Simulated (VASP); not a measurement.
A run of VASP 6.6.1:

Contents of INCAR:

```
SYSTEM = Ti2C
PREC = Accurate
ENCUT = 520
EDIFF = 1E-7
ISMEAR = 0
SIGMA = 0.15
LREAL = .False.
LASPH = .True.
NELM = 80
ALGO = Normal
ISIF = 2
LWAVE = .False.
LCHARG = .True.
GGA = PS
LELF = .True.
LVHAR = .True.
NBANDS = 21
```

File KPOINTS:

```
regular mesh
0
Gamma
  18 18 18
  0 0 0
```

Contents of POSCAR:

```
Ti2C
1.0
    1.5645636853      0.9033012649      4.8920615079
   -1.5645636853      0.9033012649      4.8920615079
    0.0000000000     -1.8066025297      4.8920615079
Ti C
2 1
Direct
    0.2458180109      0.2458180109      0.2458180109
    0.7541819891      0.7541819891      0.7541819891
    0.5000000000      0.5000000000      0.5000000000
```

Potentials or basis: VASP PAW PBE potentials, release 64 (Ti_sv, C).

Command:

```sh
$ cat potpaw_PBE.64/Ti_sv/POTCAR potpaw_PBE.64/C/POTCAR > POTCAR
$ mpirun -np 1 vasp_std > vasp.out
```

Hardware: 1 thread of Intel(R) Xeon(R) Platinum 8259CL CPU @ 2.50GHz (Skylake/Cascade Lake) (shared host).

Q: How long does it take, and how much memory?

A: Wall time 19 min on 1 thread of Intel(R) Xeon(R) Platinum 8259CL CPU @ 2.50GHz (Skylake/Cascade Lake), on a shared host, peak memory 0.59 GiB. Counts: scf iterations 16, k points 580.
